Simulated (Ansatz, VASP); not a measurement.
# LiCl: VASP beside Ansatz

Contents of POSCAR:

```
LiCl
1.0
    4.2030830039      0.0000000000      0.0000000000
   -2.1015415019      3.6399766556      0.0000000000
    0.0000000000      0.0000000000      5.2843565194
Li Cl
2 2
Direct
    0.3333333333      0.6666666667      0.2500000000
    0.6666666667      0.3333333333      0.7500000000
    0.6666666667      0.3333333333      0.2500000000
    0.3333333333      0.6666666667      0.7500000000
```

INCAR.step1

```
PREC = Accurate
ENCUT = 520
ISMEAR = 0
SIGMA = 0.01
LREAL = F
LASPH = T
NELM = 60
NBANDS = 18
GGA = PE
ALGO = Normal
EDIFF = 1E-4
LWAVE = T
LCHARG = F
```

INCAR.step2

```
PREC = Accurate
ENCUT = 520
EDIFF = 1E-6
ISMEAR = 0
SIGMA = 0.01
LREAL = F
LASPH = T
NELM = 60
ALGO = Normal
ISIF = 2
LWAVE = F
LCHARG = F
METAGGA = R2SCAN
LMIXTAU = T
NBANDS = 18
ISTART = 1
```

Contents of KPOINTS:

```
regular mesh
0
Gamma
  6 6 4
```

Input for Ansatz:

```yaml
crystal:
  lattice:
    - [4.2030830039, 0.0, 0.0]
    - [-2.1015415019, 3.6399766556, 0.0]
    - [0.0, 0.0, 5.2843565194]
  atoms:
    - { symbol: Li, position: [0.3333333333, 0.6666666667, 0.25] }
    - { symbol: Li, position: [0.6666666667, 0.3333333333, 0.75] }
    - { symbol: Cl, position: [0.6666666667, 0.3333333333, 0.25] }
    - { symbol: Cl, position: [0.3333333333, 0.6666666667, 0.75] }
kpoints:
  mp_grid: { grid: [6, 6, 4] }
hamiltonian:
  xc: r2scan
scf:
  occupations: { method: fixed }
  n_extra_bands: 5
output:
  forces: true
  stress: true
  eigenvalues: true
```

Alike in both runs: task single point; functional r2SCAN; k mesh 6 × 6 × 4; no spin polarisation.

|  | VASP | Ansatz |
| --- | --- | --- |
| version | VASP 6.6.1 | Ansatz 0.2.0 |
| potentials or method | VASP PAW PBE potentials, release 64 (Li_sv, Cl) | plane waves, PAW |
| plane-wave cutoff (eV) | 520 | 500 |
| occupations | gaussian, width 0.01 eV | fixed |
| valence electrons in the cell | 20 | 20 |

|  | VASP | Ansatz | Ansatz less VASP |
| --- | --- | --- | --- |
| gap on the k mesh at the Fermi level (eV) | 6.25 | 6.20 | -0.048 |

VASP's potentials were made for PBE, not for r2SCAN.

Noted on VASP's run: the cutoff is short for stress, so the pressure is rough.
